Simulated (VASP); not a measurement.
Here is a VASP 6.6.1 calculation.

Contents of INCAR:

```
SYSTEM = O
PREC = Accurate ; ENCUT = 600
EDIFF = 1E-6 ; ISMEAR = 0
SIGMA = 0.05 ; LREAL = .False.
LASPH = .True. ; NELM = 120
ALGO = Normal ; ISIF = 2
LWAVE = .False. ; LCHARG = .True.
GGA = PS ; LELF = .True.
LVHAR = .True. ; NBANDS = 34
GGA_COMPAT = .False.
```

Contents of KPOINTS:

```
regular mesh
0
Gamma
  8 8 10
  0 0 0
```

The input POSCAR:

```
O
1.0
    3.5125563009     -2.0489542835      0.1515734545
    3.5125563009      2.0489542835      0.1515734545
   -1.3133274288      0.0000000000      2.8725346896
O
8
Direct
    0.7954582160      0.7954582160      0.1985835163
    0.2045417840      0.2045417840      0.8014164837
    0.2716186884      0.2716186884      0.1991304516
    0.7283813116      0.7283813116      0.8008695484
    0.7726132118      0.2944330368      0.1987029130
    0.7055669632      0.2273867882      0.8012970870
    0.2273867882      0.7055669632      0.8012970870
    0.2944330368      0.7726132118      0.1987029130
```

Potentials or basis: VASP PAW PBE potentials, release 64 (O).

Run with:

```sh
$ cat potpaw_PBE.64/O/POTCAR > POTCAR
$ mpirun -np 1 vasp_std > vasp.out
```

Problem. What does it give for the band gap on the k mesh?

Solution. Zero (bands 24 and 25 overlap by 2.63 eV).

Problem. Estimate the largest force.

Solution. 2.253 eV/Å.

Problem. What does it give for the pressure?

Solution. 166.0 GPa.

Forces in eV/Å, atoms in the order of the input:
```
O   -0.109  0.000  2.232
O    0.109  0.000 -2.232
O   -0.089  0.000  2.233
O    0.089  0.000 -2.233
O   -0.099 -0.002  2.251
O    0.099 -0.002 -2.251
O    0.099  0.002 -2.251
O   -0.099  0.002  2.251
```

Caveat: the standard files for N, O and F lose accuracy on very short bonds; spin is off for a triplet molecule; the stress differs along the axes, from 154 to 190 GPa; this functional lacks dispersion, which holds the molecules together, so the pressure and a relaxed volume are unreliable; the PAW data sets were made with another functional, which shifts forces and pressure a little.
